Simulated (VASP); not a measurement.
In3Se, 4 atoms in the cell. It takes space group Pm-3m (No. 221, cubic). Conventional cell: a = 4.671 Å, b = 4.671 Å, c = 4.671 Å, α = 90.00°, β = 90.00°, γ = 90.00°. In (site symmetry 4/mmm) has 8 In at 3.30 Å and 4 Se at 3.30 Å within 4.3 Å. Se (site symmetry m-3m) has 12 In at 3.30 Å within 4.3 Å. 

```yaml
Program: VASP 6.6.1
Task: single point
Functional: PBEsol
Potentials_or_basis: VASP PAW PBE potentials, release 64 (In_d, Se)
Cutoff: 520 eV
k_mesh: 6 × 6 × 6
Occupations: fermi-dirac, width 0.05 eV
Spin: no spin polarisation
Dipole_correction: no
Further_INCAR_settings: ALGO = Normal; EDIFF = 1e-06; NBANDS = 30
```

Potentials or basis: VASP PAW PBE potentials, release 64 (In_d, Se).

Run with:

```bash
$ cat potpaw_PBE.64/In_d/POTCAR potpaw_PBE.64/Se/POTCAR > POTCAR
$ mpirun -np 1 vasp_std > vasp.out
```

Hardware: 1 thread of Intel(R) Xeon(R) Platinum 8259CL CPU @ 2.50GHz (Skylake/Cascade Lake), on a shared host.

Q: How long does it take, and how much memory?

A: It took 54 s on 1 thread of Intel(R) Xeon(R) Platinum 8259CL CPU @ 2.50GHz (Skylake/Cascade Lake) (shared host), peak memory 0.22 GiB. Counts: scf iterations 13, k points 20.
